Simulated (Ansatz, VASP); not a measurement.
# AlGaN: VASP beside Ansatz

```
Al Ga N
1.0
     4.14429    0.00000    0.00000
    -2.07215    3.58906    0.00000
     0.00000    0.00000    5.27343
Al Ga N
2 2 2
Direct
  0.00000 0.00000 0.50000
  0.00000 0.00000 0.00000
  0.33333 0.66667 0.75000
  0.66667 0.33333 0.25000
  0.33333 0.66667 0.25000
  0.66667 0.33333 0.75000
```

Change from the starting cell: species swapped into the CoNiGe type (P6_3/mmc, No. 194).

Alike in both runs: task single point; functional PBE; k mesh 6 × 6 × 4; occupations gaussian, width 0.1 eV; no spin polarisation.

|  | VASP | Ansatz |
| --- | --- | --- |
| version | VASP 6.6.1 | Ansatz 0.2.0 |
| potentials or method | VASP PAW PBE potentials, release 64 (Al, Ga_d, N), cutoff 520 eV | scalar-relativistic, plane waves, PAW |
| valence electrons in the cell | 42 | 42 |

VASP gave:

```
gap on the k mesh at the Fermi level (eV)                     : none
pressure (GPa)                                                : 3.3
traceless stress, the component that is largest in VASP (GPa) : -0.20
```

Task: Which values does Ansatz return?

Result: gap on the k mesh at the Fermi level (eV): none; pressure (GPa): 3.2; traceless stress, the component that is largest in VASP (GPa): -0.15.

A gap of «none» marks a metal or a gap that the smearing closes. The functional is the same, so the differences come from potentials, cutoffs and numerics.
